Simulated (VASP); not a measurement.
# Pb (P6_3/mmc) in VASP: notebook

The runs below take Pb through single point, with PBEsol.

Program: VASP 6.6.1. These are calculated values, not measurements. Logs are shortened: lines on timing, memory, paths and dates and some standing lists are left out, and cuts for length are marked.

**1. The cell of the first run**

It takes space group P6_3/mmc (No. 194, hexagonal). Conventional cell: a = 3.548 Å, b = 3.548 Å, c = 5.700 Å, α = 90.00°, β = 90.00°, γ = 120.00°. Pb (site symmetry -6m2) has 12 Pb at 3.51 to 3.55 Å within 4.6 Å.

This isn't the form of Pb at room conditions, which is fcc.

**2. Single point, PBEsol (31.07 Å³/atom)**

Contents of INCAR:

```
SYSTEM = Pb
  PREC = Accurate
  ENCUT = 520
  EDIFF = 1E-7
  ISMEAR = -1
  SIGMA = 0.08
  LREAL = .FALSE.
  LASPH = .TRUE.
  NELM = 60
  ALGO = Normal
  ISIF = 2
  LWAVE = .FALSE.
  LCHARG = .TRUE.
  GGA = PS
  LELF = .TRUE.
  LVHAR = .TRUE.
  NBANDS = 21
```

Contents of KPOINTS:

```
regular mesh
0
G
  14 14 8
  0 0 0
```

Contents of POSCAR:

```
Pb
1.0
    3.5482533262      0.0000000000      0.0000000000
   -1.7741266631      3.0728775195      0.0000000000
    0.0000000000      0.0000000000      5.6996356773
Pb
2
Direct
    0.3333333333      0.6666666667      0.2500000000
    0.6666666667      0.3333333333      0.7500000000
```

Potentials or basis: VASP PAW PBE potentials, release 64 (Pb_d).

Run with:

```console
$ cat potpaw_PBE.64/Pb_d/POTCAR > POTCAR
$ mpirun -np 1 vasp_std > vasp.out
```

OUTCAR:

```text
SYSTEM = Pb
   PREC = Accurate
   ENCUT = 520
   EDIFF = 1E-7
   ISMEAR = -1
   LREAL = .FALSE.
   LASPH = .TRUE.
   NELM = 60
   ISIF = 2
   GGA = PS

 ion  position               nearest neighbor table
   1  0.333  0.667  0.250-   2 3.51   2 3.51   2 3.51   2 3.51   2 3.51   2 3.51
   2  0.667  0.333  0.750-   1 3.51   1 3.51   1 3.51   1 3.51   1 3.51   1 3.51

  LATTYP: Found a hexagonal cell.
 ALAT       =     3.5482533262
 C/A-ratio  =     1.6063215203

  Lattice vectors:

 A1 = (   3.5482533262,   0.0000000000,   0.0000000000)
 A2 = (  -1.7741266631,   3.0728775195,   0.0000000000)
 A3 = (   0.0000000000,   0.0000000000,   5.6996356773)

Analysis of symmetry for initial positions (statically):
=====================================================================
 Subroutine PRICEL returns:
 Original cell was already a primitive cell.

 Routine SETGRP: Setting up the symmetry group for a
 hexagonal supercell.

 Subroutine GETGRP returns: Found 24 space group operations
 (whereof 12 operations were pure point group operations)
 out of a pool of 24 trial point group operations.

The static configuration has the point symmetry D_3d.
 The point group associated with its full space group is D_6h.

Analysis of symmetry for dynamics (positions and initial velocities):
=====================================================================
 Subroutine PRICEL returns:
 Original cell was already a primitive cell.

 Routine SETGRP: Setting up the symmetry group for a
 hexagonal supercell.

 Subroutine GETGRP returns: Found 24 space group operations
 (whereof 12 operations were pure point group operations)
 out of a pool of 24 trial point group operations.

The dynamic configuration has the point symmetry D_3d.
 The point group associated with its full space group is D_6h.

 Subroutine INISYM returns: Found 24 space group operations
 (whereof 12 operations are pure point group operations),
 and found     1 'primitive' translations

----------------------------------------------------------------------------------------

                                     Primitive cell

  volume of cell :      62.1451

  direct lattice vectors                    reciprocal lattice vectors
     3.548253326  0.000000000  0.000000000     0.281828806  0.162713937  0.000000000
    -1.774126663  3.072877519  0.000000000     0.000000000  0.325427875  0.000000000
     0.000000000  0.000000000  5.699635677     0.000000000  0.000000000  0.175449811

  length of vectors
[... 80 lines left out ...]
   ENCUT  =  520.0 eV  38.22 Ry    6.18 a.u.   6.60  6.60 10.60*2*pi/ulx,y,z
   NELM   =     60;   NELMIN=  2; NELMDL= -5     # of ELM steps
   EDIFF  = 0.1E-06   stopping-criterion for ELM
   LREAL  =      F    real-space projection
   EDIFFG = 0.1E-05   stopping-criterion for IOM
   NSW    =      0    number of steps for IOM
   IBRION =     -1    ionic relax: 0-MD 1-quasi-New 2-CG
   NFREE  =      0    steps in history (QN), initial steepest desc. (CG)
   ISIF   =      2    stress and relaxation
   ISYM   =      2    0-nonsym 1-usesym 2-fastsym
   POTIM  = 0.5000    time-step for ionic-motion
   TEBEG  =    0.0;   TEEND  =   0.0 temperature during run
   PSTRESS=    0.0 pullay stress
   NELECT =      28.0000    total number of electrons
   NUPDOWN=      -1.0000    fix difference up-down
   EMIN   =  10.00;   EMAX   =-10.00  energy-range for DOS
   EFERMI =   0.00;   METHOD = LEGACY
   ISMEAR =    -1;   SIGMA  =   0.08  broadening in eV -4-tet -1-fermi 0-gaus
   EFERMI_NEDOS =   21; number of points for ismear=-14 and -15
   IALGO  =     38    algorithm
   IMIX   =      4    mixing-type and parameters
     AMIX     =   0.40;   BMIX     =  1.00
     AMIX_MAG =   1.60;   BMIX_MAG =  1.00
  volume/ion in A,a.u.               =      31.07       209.69
  Fermi-wavevector in a.u.,A,eV,Ry     =   1.255043  2.371687 21.430976  1.575132
  Thomas-Fermi vector in A             =   2.388819
   LORBIT       =      0    0 simple, 1 ext, 2 COOP (PROOUT), +10 PAW based schemes
   GGA     = PS    functional components
   LHFCALC =     F    Hartree Fock is set to
   AEXX    =    0.0000 exact exchange contribution
   IVDW    =     0    specifies the selected vdW correction
   LEPSILON=     F    determine dielectric tensor
   LRPA    =     F    only Hartree local field effects (RPA)
 non-spin polarized calculation
  energy-cutoff  :      520.00
  volume of cell :       62.15
 maximum number of plane-waves:      1711
 NGX is ok and might be reduce to    28
   NGX = 13   NGY = 13   NGZ = 21

 number of electron      28.0000000 magnetization

 Free energy of the ion-electron system (eV)
  ---------------------------------------------------
  ext. energy  EPLUGINS =         0.00000000
  ---------------------------------------------------
  free energy    TOTEN  =        -7.96836904 eV

  energy without entropy =       -7.94236575  energy(sigma->0) =       -7.95536740

 E-fermi :   6.7837     XC(G=0): -10.2257

 val. band max:        6.7648848546   @ k =   0.2857   0.2143   0.1250
 cond. band min:       6.7859860494   @ k =   0.2143   0.0714   0.1250
 fundamental gap:      0.0211011947
 Fermi energy:         6.7836660741

 k-point     1 :       0.0000    0.0000    0.0000
  band No.  band energies     occupation
      1     -10.1678      2.00000
      2     -10.1341      2.00000
      3     -10.1231      2.00000
      4     -10.1231      2.00000
      5     -10.1026      2.00000
      6     -10.1026      2.00000
[... 565 lines left out ...]
     20      18.8241      0.00000
     21      20.8295      0.00000

 [... further k-points ...]

------------------------ aborting loop because EDIFF is reached ----------------------------------------

  FORCE on cell =-STRESS in cart. coord.  units (eV):
  Direction    XX          YY          ZZ          XY          YZ          ZX
  --------------------------------------------------------------------------------------
  -------------------------------------------------------------------------------------
  Total       -0.8343309     -0.8343309     -0.3131893      0.0000000      0.0000000      0.0000000
  in kB      -21.5100752    -21.5100752     -8.0744062      0.0000000      0.0000000      0.0000000
  external PRESSURE =     -17.0315189 kB  Pullay stress =       0.0000000 kB

 VOLUME and BASIS-vectors are now :
 -----------------------------------------------------------------------------
  energy-cutoff  :      520.00
  volume of cell :       62.15
      direct lattice vectors                 reciprocal lattice vectors
     3.548253326  0.000000000  0.000000000     0.281828806  0.162713937  0.000000000
    -1.774126663  3.072877519  0.000000000     0.000000000  0.325427875  0.000000000
     0.000000000  0.000000000  5.699635677     0.000000000  0.000000000  0.175449811

 POSITION                                       TOTAL-FORCE (eV/Angst)
 -----------------------------------------------------------------------------------
     -0.00000      2.04859      1.42491         0.000000      0.000000      0.000000
      1.77413      1.02429      4.27473        -0.000000     -0.000000      0.000000
 -----------------------------------------------------------------------------------
    total drift:                               -0.000000      0.000000     -0.000000

  FREE ENERGIE OF THE ION-ELECTRON SYSTEM (eV)
  ---------------------------------------------------
  free  energy   TOTEN  =        -7.9683690402 eV

  energy  without entropy=       -7.9423657522  energy(sigma->0) =       -7.95536740
```

Run time: 1.7 min. Hardware: 1 thread of Intel Xeon Platinum 8488C (Sapphire Rapids), shared host; peak memory 0.25 GiB.

What came out:

```yaml
Free_energy: -7.9684 eV
Pressure: -1.7 GPa
Band_gap_on_the_k_mesh: zero (bands 14 and 15 overlap by 6.99 eV)
```

Stress tensor (GPa, compression positive):
```
-2.15  0.00  0.00
 0.00 -2.15  0.00
 0.00  0.00 -0.81
```

Caveat: the PAW data sets were made with another functional, which shifts forces and pressure a little; spin-orbit coupling is left out, which moves the levels of the heavy elements.

**3. Single point, PBEsol (27.55 Å³/atom)**

This run uses another cell than the first one, of 27.55 Å³/atom.

Contents of INCAR:

```
PREC     = Accurate       # precision mode
ENCUT    = 520            # plane-wave cutoff, eV
EDIFF    = 1E-6           # SCF threshold, eV
ISMEAR   = -1             # smearing method
SIGMA    = 0.08           # smearing width, eV
LREAL    = F              # projectors in reciprocal space
LASPH    = T              # aspherical terms in the spheres
NELM     = 60             # most SCF steps
ALGO     = Normal         # electronic algorithm
ISIF     = 2              # what is computed and relaxed
LWAVE    = F              # write WAVECAR
LCHARG   = F              # write CHGCAR
GGA      = PS             # functional
NBANDS   = 21             # bands
```

Contents of KPOINTS:

```
Automatic mesh
0
Gamma
  14 14 8
```

Contents of POSCAR:

```
Pb
1.0
    3.4089603348      0.0000000000      0.0000000000
   -1.7044801674      2.9522462504      0.0000000000
    0.0000000000      0.0000000000      5.4758863477
Pb
2
Direct
    0.3333333333      0.6666666667      0.2500000000
    0.6666666667      0.3333333333      0.7500000000
```

Potentials or basis: VASP PAW PBE potentials, release 64 (Pb_d).

Run with:

```console
$ cat potpaw_PBE.64/Pb_d/POTCAR > POTCAR
$ mpirun -np 1 vasp_std > vasp.out
```

Wall time 90 s (1 thread of Intel Xeon 8259CL, shared host); peak memory 0.25 GiB.

Results (log left out):

- Free energy: -7.9163 eV
- Pressure: 4.6 GPa
- Band gap on the k mesh: zero (bands 14 and 15 overlap by 7.94 eV)

Stress tensor (GPa, compression positive):
```
3.79 0.00 0.00
0.00 3.79 0.00
0.00 0.00 6.26
```

Levels at points of the mesh, in eV from the Fermi level:
| k point | band 10 | band 11 | band 12 | band 13 | band 14 | band 15 | band 16 | band 17 | band 18 | band 19 |
| --- | --- | --- | --- | --- | --- | --- | --- | --- | --- | --- |
| (0.00, 0.00, 0.00) | -16.69 | -12.42 | -8.03 | -4.63 | 5.95 | 5.95 | 8.00 | 8.00 | 8.73 | 9.15 |
| (0.50, 0.00, 0.00) | -16.66 | -8.52 | -7.21 | -2.96 | -1.50 | -0.60 | 1.84 | 2.04 | 6.16 | 6.38 |
| (0.00, 0.00, 0.50) | -16.77 | -11.05 | -11.05 | 1.16 | 1.16 | 6.92 | 6.92 | 6.92 | 6.92 | 9.35 |
| (0.50, 0.00, 0.50) | -16.67 | -7.56 | -7.56 | -4.10 | -4.10 | 3.62 | 3.62 | 4.03 | 4.03 | 7.16 |

Caveat: the cell stands under pressure; the PAW data sets were made with another functional, which shifts forces and pressure a little; spin-orbit coupling is left out, which moves the levels of the heavy elements.

**4. Single point, PBEsol (equal xx and yy strain of -2 %)**

Contents of INCAR:

```
SYSTEM = Pb
PREC = Accurate ; ENCUT = 520
EDIFF = 1E-6 ; ISMEAR = -1
SIGMA = 0.08 ; LREAL = .FALSE.
LASPH = .TRUE. ; NELM = 100
ALGO = Normal ; ISIF = 2
LWAVE = .FALSE. ; LCHARG = .FALSE.
GGA = PS ; NBANDS = 21
```

Contents of KPOINTS:

```
regular mesh
0
G
  14 14 8
  0 0 0
```

Contents of POSCAR:

```
Pb
1.0
    3.4104006768      0.0000000000      0.0000000000
   -1.7052003384      2.9534936231      0.0000000000
    0.0000000000      0.0000000000      5.5900000000
Pb
2
Direct
    0.3333333333      0.6666666667      0.2500000000
    0.6666666667      0.3333333333      0.7500000000
```

Run with:

```console
$ cat potpaw_PBE.64/Pb_d/POTCAR > POTCAR
$ mpirun -np 1 vasp_std > vasp.out
```

Run time: 2.2 min. Hardware: 1 thread of Intel Xeon 8259CL, shared host; peak memory 0.25 GiB.

It converged, with:

| Property | Result |
| --- | --- |
| Free energy | -7.9541 eV |
| Pressure | 3.1 GPa |
| Band gap on the k mesh | zero (bands 14 and 15 overlap by 7.97 eV) |

Stress tensor (GPa, compression positive):
```
2.75 0.00 0.00
0.00 2.75 0.00
0.00 0.00 3.85
```

Levels at points of the mesh, in eV from the Fermi level:
| k point | band 10 | band 11 | band 12 | band 13 | band 14 | band 15 | band 16 | band 17 | band 18 | band 19 |
| --- | --- | --- | --- | --- | --- | --- | --- | --- | --- | --- |
| (0.00, 0.00, 0.00) | -16.70 | -12.27 | -8.21 | -4.57 | 6.06 | 6.06 | 8.00 | 8.00 | 8.10 | 9.26 |
| (0.50, 0.00, 0.00) | -16.66 | -8.40 | -7.15 | -3.04 | -1.62 | -0.57 | 1.80 | 2.18 | 6.02 | 6.45 |
| (0.00, 0.00, 0.50) | -16.77 | -10.97 | -10.97 | 0.85 | 0.85 | 6.98 | 6.98 | 6.98 | 6.98 | 9.46 |
| (0.50, 0.00, 0.50) | -16.67 | -7.52 | -7.52 | -4.00 | -4.00 | 3.66 | 3.66 | 3.80 | 3.80 | 7.12 |

Caveat: the cell differs from its parent crystal (equal xx and yy strain of -2 %); the cell stands under pressure; the PAW data sets were made with another functional, which shifts forces and pressure a little; spin-orbit coupling is left out, which moves the levels of the heavy elements.

**5. Overview**

```csv
cell,gap on the mesh (eV),pressure (GPa)
"a = 3.548, b = 3.548, c = 5.700 Å, angles 90.0, 90.0, 120.0°, 2 atoms",none,-1.7
"a = 3.409, b = 3.409, c = 5.476 Å, angles 90.0, 90.0, 120.0°, 2 atoms",none,4.6
"a = 3.410, b = 3.410, c = 5.590 Å, angles 90.0, 90.0, 120.0°, 2 atoms",none,3.1
```

Alike in all rows: task single point; level PBEsol; potentials or basis VASP PAW PBE potentials, release 64 (Pb_d); no spin polarisation; k mesh 14 × 14 × 8; cutoff (eV) 520; smearing fermi-dirac 0.08 eV.

Caveats: the PAW data sets were made with another functional, which shifts forces and pressure a little; spin-orbit coupling is left out, which moves the levels of the heavy elements; the cell stands under pressure (at least some runs).

Total energies depend on the potentials used, so only differences within one code and one set of settings carry meaning.
